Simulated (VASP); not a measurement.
Set up this calculation in VASP 6.6.1, as the native input.

```
Task                   : single point
Functional             : PBE
Potentials or basis    : VASP PAW PBE potentials, release 64 (Te)
Cutoff                 : 520 eV
k mesh                 : 6 × 6 × 4
Occupations            : fermi-dirac, width 0.02 eV
Spin                   : no spin polarisation
Dipole correction      : no
Further INCAR settings : ALGO = Normal; EDIFF = 1e-06; NBANDS = 16
```

The structure of Te lies in POSCAR:

```
Te
1.0
    4.4712576995      0.0167672164      0.0000000000
   -2.2211080144      3.8638391464      0.0000000000
    0.0000000000      0.0000000000      5.9487470455
Te
3
Direct
    0.2634853628     -0.0011800536      0.3331192251
   -0.0005941957      0.2646506465      0.6667630767
    0.7371088329      0.7365294071      0.0001176982
```

This cell differs from its parent crystal: shear xy strain +0.8%.

The input as run:

INCAR

```
SYSTEM = Te
PREC = Accurate ; ENCUT = 520
EDIFF = 1E-6 ; ISMEAR = -1
SIGMA = 0.02 ; LREAL = .False.
LASPH = .True. ; NELM = 100
ALGO = Normal ; ISIF = 2
LWAVE = .False. ; LCHARG = .False.
GGA = PE ; NBANDS = 16
```

KPOINTS

```
Automatic mesh
0
Gamma
  6 6 4
  0 0 0
```

Potentials or basis: VASP PAW PBE potentials, release 64 (Te).

Run with:

```bash
$ cat potpaw_PBE.64/Te/POTCAR > POTCAR
$ mpirun -np 1 vasp_std > vasp.out
```

Results of the run:

- Pressure: 1.4 GPa
- Largest force: 0.235 eV/Å
- Band gap on the k mesh: 0.15 eV

Caveat: the cell differs from its parent crystal (shear xy strain +0.8%); spin-orbit coupling is left out, which moves the levels of the heavy elements.

It took 2 min on 1 thread of Intel(R) Xeon(R) Platinum 8259CL CPU @ 2.50GHz (Skylake/Cascade Lake), with other jobs on the host, peak memory 0.28 GiB.
